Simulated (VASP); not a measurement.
# Cu (Fm-3m) in VASP: a series of runs

Cu is run at these levels: PBEsol; tasks: single point.

Everything below comes from runs of VASP 6.6.1. Logs are shortened: lines on timing, memory, paths and dates and some standing lists are left out, and cuts for length are marked.

## 1. The cell of the first run

Symmetry: Fm-3m, No. 225, cubic system. Conventional cell: a = 3.615 Å, b = 3.615 Å, c = 3.615 Å, α = 90.00°, β = 90.00°, γ = 90.00°. Within 3.4 Å of Cu (site symmetry m-3m) lie 12 Cu at 2.56 Å.

## 2. Single point, PBEsol

File INCAR:

```
SYSTEM = Cu
ALGO = Normal ; EDIFF = 1E-6
ENCUT = 600 ; GGA = PS
GGA_COMPAT = .False. ; ISIF = 2
ISMEAR = 0 ; LASPH = .True.
LCHARG = .False. ; LREAL = .False.
LWAVE = .False. ; NBANDS = 12
NELM = 120 ; PREC = Accurate
SIGMA = 0.1
```

File KPOINTS:

```
k-points
0
Gamma
  13 13 13
  0 0 0
```

File POSCAR:

```
Cu
1.0
    0.0000000000      1.8075000000      1.8075000000
    1.8075000000      0.0000000000      1.8075000000
    1.8075000000      1.8075000000      0.0000000000
Cu
1
Direct
    0.0000000000      0.0000000000      0.0000000000
```

Potentials or basis: VASP PAW PBE potentials, release 64 (Cu).

Launch:

```bash
$ cat potpaw_PBE.64/Cu/POTCAR > POTCAR
$ mpirun -np 1 vasp_std > vasp.out
```

OUTCAR:

```text
SYSTEM = Cu
   EDIFF = 1E-6
   ENCUT = 600
   GGA = PS
   ISIF = 2
   ISMEAR = 0
   LASPH = .True.
   LREAL = .False.
   NELM = 120
   PREC = Accurate

 ion  position               nearest neighbor table
   1  0.000  0.000  0.000-

  LATTYP: Found a face centered cubic cell.
 ALAT       =     3.6150000000

  Lattice vectors:

 A1 = (   0.0000000000,   1.8075000000,   1.8075000000)
 A2 = (   1.8075000000,   0.0000000000,   1.8075000000)
 A3 = (   1.8075000000,   1.8075000000,   0.0000000000)

Analysis of symmetry for initial positions (statically):
=====================================================================
 Subroutine PRICEL returns:
 Original cell was already a primitive cell.

 Routine SETGRP: Setting up the symmetry group for a
 face centered cubic supercell.

 Subroutine GETGRP returns: Found 48 space group operations
 (whereof 48 operations were pure point group operations)
 out of a pool of 48 trial point group operations.

The static configuration has the point symmetry O_h .

Analysis of symmetry for dynamics (positions and initial velocities):
=====================================================================
 Subroutine PRICEL returns:
 Original cell was already a primitive cell.

 Routine SETGRP: Setting up the symmetry group for a
 face centered cubic supercell.

 Subroutine GETGRP returns: Found 48 space group operations
 (whereof 48 operations were pure point group operations)
 out of a pool of 48 trial point group operations.

The dynamic configuration has the point symmetry O_h .

 Subroutine INISYM returns: Found 48 space group operations
 (whereof 48 operations are pure point group operations),
 and found     1 'primitive' translations

----------------------------------------------------------------------------------------

                                     Primitive cell

  volume of cell :      11.8104

  direct lattice vectors                    reciprocal lattice vectors
     0.000000000  1.807500000  1.807500000    -0.276625173  0.276625173  0.276625173
     1.807500000  0.000000000  1.807500000     0.276625173 -0.276625173  0.276625173
     1.807500000  1.807500000  0.000000000     0.276625173  0.276625173 -0.276625173

  length of vectors
     2.556191014  2.556191014  2.556191014     0.479128854  0.479128854  0.479128854

  position of ions in fractional coordinates (direct lattice)
     0.000000000  0.000000000  0.000000000

  ion indices of the primitive-cell ions
   primitive index   ion index
                 1           1

----------------------------------------------------------------------------------------

 KPOINTS: k-points

Automatic generation of k-mesh.
 Grid dimensions read from file:
 generate k-points for:   13   13   13

 Generating k-lattice:

  Cartesian coordinates                     Fractional coordinates (reciprocal lattice)
    -0.021278859  0.021278859  0.021278859     0.076923077  0.000000000  0.000000000
     0.021278859 -0.021278859  0.021278859     0.000000000  0.076923077  0.000000000
     0.021278859  0.021278859 -0.021278859     0.000000000  0.000000000  0.076923077

  Length of vectors
     0.036856066  0.036856066  0.036856066

  Shift w.r.t. Gamma in fractional coordinates (k-lattice)
     0.000000000  0.000000000  0.000000000

 Subroutine IBZKPT returns following result:
 ===========================================

 Found     84 irreducible k-points:

 Following reciprocal coordinates:
            Coordinates               Weight
  0.000000  0.000000  0.000000      1.000000
  0.076923  0.000000  0.000000      8.000000
  0.153846  0.000000  0.000000      8.000000
  0.230769  0.000000  0.000000      8.000000
  0.307692  0.000000  0.000000      8.000000
  0.384615  0.000000  0.000000      8.000000
[... 16 lines left out ...]
  0.384615  0.153846  0.000000     24.000000
  0.461538  0.153846  0.000000     24.000000
 [... further k-points ...]
   k-points           NKPTS =     84   k-points in BZ     NKDIM =     84   number of bands    NBANDS=     12
   number of dos      NEDOS =    301   number of ions     NIONS =      1
   total plane-waves  NPLWV =   8000
   dimension x,y,z NGX =    20 NGY =   20 NGZ =   20
   dimension x,y,z NGXF=    40 NGYF=   40 NGZF=   40
   ions per type =               1
   NGX,Y,Z   is equivalent  to a cutoff of  13.01, 13.01, 13.01 a.u.
   NGXF,Y,Z  is equivalent  to a cutoff of  26.01, 26.01, 26.01 a.u.
 SYSTEM =  Cu
   PREC   = accura    normal or accurate (medium, high low for compatibility)
   ISTART =      0    job   : 0-new  1-cont  2-samecut
   ICHARG =      2    charge: 1-file 2-atom 10-const
   ISPIN  =      1    spin polarized calculation?
   LNONCOLLINEAR =      F non collinear calculations
   LSORBIT =      F    spin-orbit coupling
   LASPH  =      T    aspherical Exc in radial PAW
   ENCUT  =  600.0 eV  44.10 Ry    6.64 a.u.   5.11  5.11  5.11*2*pi/ulx,y,z
   NELM   =    120;   NELMIN=  2; NELMDL= -5     # of ELM steps
   EDIFF  = 0.1E-05   stopping-criterion for ELM
   LREAL  =      F    real-space projection
   EDIFFG = 0.1E-04   stopping-criterion for IOM
   NSW    =      0    number of steps for IOM
   IBRION =     -1    ionic relax: 0-MD 1-quasi-New 2-CG
   NFREE  =      0    steps in history (QN), initial steepest desc. (CG)
   ISIF   =      2    stress and relaxation
   ISYM   =      2    0-nonsym 1-usesym 2-fastsym
   POTIM  = 0.5000    time-step for ionic-motion
   TEBEG  =    0.0;   TEEND  =   0.0 temperature during run
   PSTRESS=    0.0 pullay stress
   NELECT =      11.0000    total number of electrons
   NUPDOWN=      -1.0000    fix difference up-down
   EMIN   =  10.00;   EMAX   =-10.00  energy-range for DOS
   EFERMI =   0.00;   METHOD = LEGACY
   ISMEAR =     0;   SIGMA  =   0.10  broadening in eV -4-tet -1-fermi 0-gaus
   EFERMI_NEDOS =   21; number of points for ismear=-14 and -15
   IALGO  =     38    algorithm
   IMIX   =      4    mixing-type and parameters
     AMIX     =   0.40;   BMIX     =  1.00
     AMIX_MAG =   1.60;   BMIX_MAG =  1.00
  volume/ion in A,a.u.               =      11.81        79.70
  Fermi-wavevector in a.u.,A,eV,Ry     =   1.598763  3.021224 34.777078  2.556043
  Thomas-Fermi vector in A             =   2.696162
   LORBIT       =      0    0 simple, 1 ext, 2 COOP (PROOUT), +10 PAW based schemes
   GGA     = PS    functional components
   LHFCALC =     F    Hartree Fock is set to
   AEXX    =    0.0000 exact exchange contribution
   IVDW    =     0    specifies the selected vdW correction
   LEPSILON=     F    determine dielectric tensor
   LRPA    =     F    only Hartree local field effects (RPA)
 non-spin polarized calculation
 Gauss-broadening in eV      SIGMA  =   0.10
  energy-cutoff  :      600.00
  volume of cell :       11.81
 maximum number of plane-waves:       411
   NGX = 11   NGY = 11   NGZ = 11

 number of electron      11.0000001 magnetization

 Free energy of the ion-electron system (eV)
  ---------------------------------------------------
  ext. energy  EPLUGINS =         0.00000000
  ---------------------------------------------------
  free energy    TOTEN  =        -4.30206839 eV

  energy without entropy =       -4.30033355  energy(sigma->0) =       -4.30120097

 E-fermi :   7.5751     XC(G=0): -12.9083

 val. band max:        7.3752986877   @ k =   0.4615   0.2308   0.0000
 cond. band min:       7.5762915161   @ k =   0.4615   0.3077   0.0000
 fundamental gap:      0.2009928285
 Fermi energy:         7.5751144081

 k-point     1 :       0.0000    0.0000    0.0000
  band No.  band energies     occupation
      1      -1.9886      2.00000
      2       4.3687      2.00000
      3       4.3687      2.00000
      4       4.3687      2.00000
      5       5.2002      2.00000
      6       5.2002      2.00000
      7      29.9831      0.00000
      8      32.5962      0.00000
      9      32.5962      0.00000
     10      32.5962      0.00000
     11      35.0726      0.00000
     12      35.0726      0.00000

 k-point     2 :       0.0769    0.0000    0.0000
  band No.  band energies     occupation
      1      -1.7734      2.00000
      2       4.3235      2.00000
      3       4.4086      2.00000
      4       4.4086      2.00000
      5       5.1849      2.00000
      6       5.1849      2.00000
      7      28.5303      0.00000
      8      30.9033      0.00000
      9      31.9770      0.00000
     10      31.9770      0.00000
     11      35.9926      0.00000
     12      35.9926      0.00000

 k-point     3 :       0.1538    0.0000    0.0000
  band No.  band energies     occupation
      1      -1.1424      2.00000
      2       4.2130      2.00000
      3       4.4953      2.00000
      4       4.4953      2.00000
      5       5.1704      2.00000
      6       5.1704      2.00000
      7      24.6748      0.00000
      8      30.4740      0.00000
      9      31.0555      0.00000
     10      31.0555      0.00000
     11      36.9612      0.00000
     12      37.4262      0.00000

 k-point     4 :       0.2308    0.0000    0.0000
  band No.  band energies     occupation
      1      -0.1535      2.00000
      2       4.1171      2.00000
      3       4.5333      2.00000
      4       4.5333      2.00000
      5       5.2432      2.00000
      6       5.2432      2.00000
      7      20.7546      0.00000
      8      30.0076      0.00000
      9      30.3168      0.00000
     10      30.3168      0.00000
     11      36.3073      0.00000
     12      36.3073      0.00000

 k-point     5 :       0.3077    0.0000    0.0000
  band No.  band energies     occupation
      1       1.0202      2.00000
      2       4.2180      2.00000
      3       4.4794      2.00000
      4       4.4794      2.00000
      5       5.4272      2.00000
      6       5.4272      2.00000
      7      17.1089      0.00000
      8      29.3915      0.00000
      9      29.8152      0.00000
     10      29.8152      0.00000
     11      34.5551      0.00000
     12      34.5551      0.00000
[... 228 lines left out ...]
      1      -0.1384      2.00000
      2       3.9070      2.00000
      3       4.6495      2.00000
      4       4.7493      2.00000
      5       4.9747      2.00000
      6       5.3895      2.00000
      7      23.8902      0.00000
      8      26.4164      0.00000
      9      27.8363      0.00000
     10      29.6035      0.00000
     11      32.2155      0.00000
     12      39.7149      0.00000

 k-point    22 :       0.3077    0.1538    0.0000
  band No.  band energies     occupation
      1       0.8794      2.00000
      2       3.8017      2.00000
      3       4.4760      2.00000
      4       4.7771      2.00000
      5       5.3439      2.00000
      6       5.5293      2.00000
      7      20.0776      0.00000
      8      25.6649      0.00000
      9      27.0057      0.00000
     10      28.6026      0.00000
     11      33.9585      0.00000
     12      38.9639      0.00000

 k-point    23 :       0.3846    0.1538    0.0000
  band No.  band energies     occupation
      1       1.9333      2.00000
      2       3.8436      2.00000
      3       4.3195      2.00000
      4       4.7230      2.00000
      5       5.6921      2.00000
      6       5.9743      2.00000
      7      16.5434      0.00000
      8      25.3627      0.00000
      9      25.6266      0.00000
     10      27.9351      0.00000
     11      36.8027      0.00000
     12      38.2745      0.00000

 k-point    24 :       0.4615    0.1538    0.0000
  band No.  band energies     occupation
      1       2.5582      2.00000
      2       4.0120      2.00000
      3       4.3745      2.00000
      4       4.6482      2.00000
      5       5.7841      2.00000
      6       7.0549      2.00000
      7      13.4490      0.00000
      8      24.2293      0.00000
      9      25.5457      0.00000
     10      27.7771      0.00000
     11      37.4925      0.00000
     12      37.6149      0.00000

 [... further k-points ...]

------------------------ aborting loop because EDIFF is reached ----------------------------------------

  FORCE on cell =-STRESS in cart. coord.  units (eV):
  Direction    XX          YY          ZZ          XY          YZ          ZX
  --------------------------------------------------------------------------------------
  -------------------------------------------------------------------------------------
  Total       -0.4299652     -0.4299652     -0.4299652      0.0000000      0.0000000      0.0000000
  in kB      -58.3282503    -58.3282503    -58.3282503      0.0000000      0.0000000      0.0000000
  external PRESSURE =     -58.3282503 kB  Pullay stress =       0.0000000 kB

 VOLUME and BASIS-vectors are now :
 -----------------------------------------------------------------------------
  energy-cutoff  :      600.00
  volume of cell :       11.81
      direct lattice vectors                 reciprocal lattice vectors
     0.000000000  1.807500000  1.807500000    -0.276625173  0.276625173  0.276625173
     1.807500000  0.000000000  1.807500000     0.276625173 -0.276625173  0.276625173
     1.807500000  1.807500000  0.000000000     0.276625173  0.276625173 -0.276625173

 POSITION                                       TOTAL-FORCE (eV/Angst)
 -----------------------------------------------------------------------------------
      0.00000      0.00000      0.00000        -0.000000     -0.000000      0.000000
 -----------------------------------------------------------------------------------
    total drift:                                0.000000      0.000000      0.000000

  FREE ENERGIE OF THE ION-ELECTRON SYSTEM (eV)
  ---------------------------------------------------
  free  energy   TOTEN  =        -4.3020683864 eV

  energy  without entropy=       -4.3003335529  energy(sigma->0) =       -4.30120097
```

Wall time 20 s (1 thread of Intel Xeon 8259CL, shared host); peak memory 0.13 GiB.

What came out:

```
Free energy            : -4.3021 eV
Pressure               : -5.8 GPa
Band gap on the k mesh : zero (an odd number of electrons rules out a gap without spin polarisation)
```

Caveat: the cell stands under tension; the PAW data sets were made with another functional, which shifts forces and pressure a little.

## 3. Single point, PBEsol

File INCAR:

```
SYSTEM = Cu
  PREC = Accurate
  ENCUT = 600
  EDIFF = 1E-6
  ISMEAR = -5
  SIGMA = 0.1
  LREAL = .FALSE.
  LASPH = .TRUE.
  NELM = 120
  ALGO = Normal
  ISIF = 2
  LWAVE = .FALSE.
  LCHARG = .FALSE.
  GGA = PS
  NBANDS = 12
  GGA_COMPAT = .FALSE.
```

File KPOINTS:

```
Automatic mesh
0
G
  13 13 13
  0 0 0
```

POSCAR is that of step 2.

Potentials or basis: VASP PAW PBE potentials, release 64 (Cu).

Launch:

```bash
$ cat potpaw_PBE.64/Cu/POTCAR > POTCAR
$ mpirun -np 1 vasp_std > vasp.out
```

Wall time 18 s (1 thread of Intel Xeon 8259CL, shared host); peak memory 0.13 GiB.

The run converged. Its results:

- Free energy: -4.2998 eV
- Pressure: -5.8 GPa
- Band gap on the k mesh: zero (an odd number of electrons rules out a gap without spin polarisation)

Levels at points of the mesh, in eV from the Fermi level:
```csv
k point,band 3,band 4,band 5,band 6,band 7,band 8,band 9,band 10
"(0.00, 0.00, 0.00)",-3.09,-3.09,-2.25,-2.25,22.52,25.14,25.14,25.14
```

Caveat: the cell stands under tension; the PAW data sets were made with another functional, which shifts forces and pressure a little; tetrahedron occupations give inexact forces and stress in metals.

[end of part 1 of 2]
